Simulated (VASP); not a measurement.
The system is Pt.

```xyz
2
Lattice="2.7483 0.0000 0.0000 -1.3742 2.3801 0.0000 0.0000 0.0000 4.7456" Properties=species:S:1:pos:R:3 pbc="T T T"
Pt    1.3742    0.7934    3.5592
Pt    0.0000    1.5867    1.1864
```

Base run:

| Quantity | Value |
| --- | --- |
| Program | VASP 6.6.1 |
| Functional | LDA |
| Potentials or basis | VASP PAW LDA potentials, release 64 (Pt) |
| Cutoff | 520 eV |
| k mesh | 21 × 21 × 10 |
| Occupations | gaussian, width 0.15 eV |
| Spin | collinear spin, ferromagnetic start |
| Starting moments | [0.35, 0.35] μB |
| Fixed moment | 0.7 μB |

Its results: pressure -10.5 GPa; site moments Pt +0.34 μB.

Task: The run is repeated on the same cell with these changes: fixed moment from 0.7 μB to 0.3 μB; moments at the start from [0.35, 0.35] to [0.15, 0.15]. What comes out?

Result: Pressure -10.9 GPa; site moments Pt +0.15 μB.

Caveats: the total moment is fixed, so each spin has its own Fermi level.
